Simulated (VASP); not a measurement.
A run of VASP 6.6.1 is set up as follows.

Contents of INCAR:

```
AGGAC = 1.0
AGGAX = 1.0
ALDAC = 0.0
ALDAX = 1.0
ALGO = Normal
EDIFF = 1E-6
ENCUT = 520
GGA = B5
ISIF = 2
ISMEAR = -1
LASPH = T
LCHARG = F
LREAL = F
LWAVE = F
NBANDS = 11
NELM = 100
PREC = Accurate
SIGMA = 0.05
```

The input KPOINTS:

```
k-points
0
Gamma
  9 9 9
```

POSCAR

```
Si
1.0
    0.0000000000      2.7289219089      2.7289219089
    2.7289219089      0.0000000000      2.7289219089
    2.7289219089      2.7289219089      0.0000000000
Si
2
Direct
    0.5000000000      0.5000000000      0.5000000000
    0.7500000000      0.7500000000      0.7500000000
```

Potentials or basis: VASP PAW PBE potentials, release 64 (Si).

The run is started by

```sh
$ cat potpaw_PBE.64/Si/POTCAR > POTCAR
$ mpirun -np 1 vasp_std > vasp.out
```

Task: Estimate the band gap on the k mesh.

Result: 0.84 eV, indirect (least direct gap 2.70 eV).

Task: Estimate the pressure.

Result: 3.7 GPa.

Caveat: the PAW data sets were made with another functional, which shifts forces and pressure a little. A k mesh can miss the band edges.
